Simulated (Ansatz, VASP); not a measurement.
This is a calculation of HfMoC2 for Ansatz 0.2.0.

File input.yaml:

```yaml
crystal:
  lattice:
    - [3.1482903748, 0.0, 0.0]
    - [0.0, 3.1482903748, 0.0]
    - [0.0, 0.0, 4.4245462449]
  atoms:
    - { symbol: Hf, position: [0.0, 0.0, 0.0] }
    - { symbol: Mo, position: [0.5, 0.5, 0.5] }
    - { symbol: C, position: [0.5, 0.5, 0.0] }
    - { symbol: C, position: [0.0, 0.0, 0.5] }
hamiltonian:
  xc: pbe
  pseudopotentials: { kind: paw }
kpoints:
  mp_grid: { grid: [8, 8, 6] }
scf:
  occupations: { method: fermi_dirac, width: 0.05 }
output:
  forces: true
  stress: true
  eigenvalues: true
```

Potentials or basis: Ansatz PAW.

The run is started by

```bash
$ ansatz run input.yaml --threads 2 --pin off --max-ram 5632MiB --backend cpu --events-out ev --progress --plain --runs-dir out
```

Question: Translate it to VASP 6.6.1. Potentials there: VASP PAW PBE potentials, release 64 (Hf_pv, Mo_sv, C).

Answer: As run (the cutoff follows the program's own potentials):

The input INCAR:

```
SYSTEM = HfMoC2
ALGO = Normal
EDIFF = 1E-7
ENCUT = 520
GGA = PE
ISIF = 2
ISMEAR = -1
LASPH = .True.
LCHARG = .False.
LREAL = .False.
LWAVE = .False.
NBANDS = 24
NELM = 100
PREC = Accurate
SIGMA = 0.05
```

File KPOINTS:

```
k-points
0
Gamma
  8 8 6
  0 0 0
```

POSCAR

```
HfMoC2
1.0
    3.1482903748      0.0000000000      0.0000000000
    0.0000000000      3.1482903748      0.0000000000
    0.0000000000      0.0000000000      4.4245462449
Hf Mo C
1 1 2
Direct
    0.0000000000      0.0000000000      0.0000000000
    0.5000000000      0.5000000000      0.5000000000
    0.5000000000      0.5000000000      0.0000000000
    0.0000000000      0.0000000000      0.5000000000
```

Potentials or basis: VASP PAW PBE potentials, release 64 (Hf_pv, Mo_sv, C).

Run with:

```sh
$ cat potpaw_PBE.64/Hf_pv/POTCAR potpaw_PBE.64/Mo_sv/POTCAR potpaw_PBE.64/C/POTCAR > POTCAR
$ mpirun -np 1 vasp_std > vasp.out
```

Both were run:

|  | VASP | Ansatz | Ansatz less VASP |
| --- | --- | --- | --- |
| gap on the k mesh at the Fermi level (eV) | none | none | - |
| pressure (GPa) | 10.9 | 10.8 | -0.04 |
| traceless stress, the component that is largest in VASP (GPa) | -2.99 | -3.01 | -0.021 |

A gap of «none» marks a metal or a gap that the smearing closes. With one functional, cell and mesh, what is left measures potentials, basis and numerics. VASP's potentials hold 32 valence electrons a cell and Ansatz's 48, so a difference there can come from the potentials and not from the codes.

Spin-orbit coupling is off throughout.
